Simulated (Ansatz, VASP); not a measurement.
# MgO: VASP beside Ansatz

File INCAR:

```
PREC = Accurate
ENCUT = 600
EDIFF = 1E-6
ISMEAR = 0
SIGMA = 0.1
LREAL = False
LASPH = True
NELM = 120
ALGO = Normal
ISIF = 2
LWAVE = False
LCHARG = True
GGA = PE
LELF = True
LVHAR = True
NBANDS = 16
GGA_COMPAT = False
```

Contents of KPOINTS:

```
regular mesh
0
Gamma
  6 6 4
```

POSCAR

```
MgO
1.0
    3.1044380200      0.0000000000      0.0000000000
   -1.5522190100      2.6885221900      0.0000000000
    0.0000000000      0.0000000000      5.1148398800
Mg O
2 2
Direct
    0.0000000000      0.0000000000      0.0000000000
    0.0000000000      0.0000000000      0.5000000000
    0.3333333300      0.6666666700      0.7500000000
    0.6666666700      0.3333333300      0.2500000000
```

Input for Ansatz:

```yaml
crystal:
  lattice:
    - [3.10443802, 0.0, 0.0]
    - [-1.55221901, 2.68852219, 0.0]
    - [0.0, 0.0, 5.11483988]
  atoms:
    - { symbol: Mg, position: [0.0, 0.0, 0.0] }
    - { symbol: Mg, position: [0.0, 0.0, 0.5] }
    - { symbol: O, position: [0.33333333, 0.66666667, 0.75] }
    - { symbol: O, position: [0.66666667, 0.33333333, 0.25] }
basis:
  ecutwfc: 420
kpoints:
  mp_grid: { grid: [6, 6, 4] }
hamiltonian:
  xc: pbe
scf:
  occupations: { method: gaussian, width: 0.1 }
  lower_state_search: "off"
output:
  forces: true
  stress: true
  eigenvalues: true
```

Alike in both runs: task single point; functional PBE; k mesh 6 × 6 × 4; occupations gaussian, width 0.1 eV; no spin polarisation.

|  | VASP | Ansatz |
| --- | --- | --- |
| version | VASP 6.6.1 | Ansatz 0.2.0 |
| potentials or method | VASP PAW PBE potentials, release 64 (Mg, O), cutoff 600 eV | scalar-relativistic, plane waves, PAW |
| valence electrons in the cell | 16 | 32 |

```tsv
	VASP	Ansatz	Ansatz less VASP
gap on the k mesh at the Fermi level (eV)	3.56	3.58	+0.017
least direct gap on the mesh (eV)	3.56	3.58	+0.017
pressure (GPa)	-10.8	-10.0	+0.82
traceless stress, the component that is largest in VASP (GPa)	13.78	13.71	-0.068
```

With one functional, cell and mesh, what is left measures potentials, basis and numerics. VASP's potentials hold 16 valence electrons a cell and Ansatz's 32, so a difference there can come from the potentials and not from the codes.
